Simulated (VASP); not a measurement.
**HfC: elastic constants with PBE**

The system is HfC.

```
Hf C
1.0
     0.00000    2.52211    2.52211
     2.52211    0.00000    2.52211
     2.52211    2.52211    0.00000
Hf C
1 1
Direct
  0.00000 0.00000 0.00000
  0.25000 0.25000 0.25000
```

```yaml
Program: VASP 6.6.1
Task: elastic constants
Functional: PBE
Potentials_or_basis: VASP PAW PBE potentials, release 64 (Hf_pv, C)
Cutoff: 600 eV
k_mesh: 12 × 12 × 12
Occupations: gaussian, width 0.05 eV
Spin: no spin polarisation
Dipole_correction: no
Ions_in_elastic_constants: relaxed
Further_INCAR_settings: ALGO = Normal; EDIFF = 1e-08; IBRION = 6; POTIM = 0.015; NSW = 1; ISIF = 3
```

```json
{
  "Elastic constants C11, C12, C44": "173, 150, 59 GPa",
  "Voigt bulk modulus": "158 GPa",
  "Highest phonon frequency at Γ": "542 cm⁻¹"
}
```

Phonon frequencies in cm⁻¹ (negative: imaginary):
```tsv
q point	frequencies
(0.000, 0.000, 0.000)	0 0 0 542 542 542
```

Elastic tensor in Voigt notation (GPa, in the Cartesian axes of the cell as first typed):
```
173 150 150   0   0   0
150 173 150   0   0   0
150 150 173   0   0   0
  0   0   0  59   0   0
  0   0   0   0  59   0
  0   0   0   0   0  59
```

Clamped-ion elastic tensor (GPa):
```
173 150 150   0   0   0
150 173 150   0   0   0
150 150 173   0   0   0
  0   0   0 104   0   0
  0   0   0   0 104   0
  0   0   0   0   0 104
```

It took 14 min on 1 thread of Intel(R) Xeon(R) 6975P-C (Granite Rapids) (shared host), peak memory 0.49 GiB.
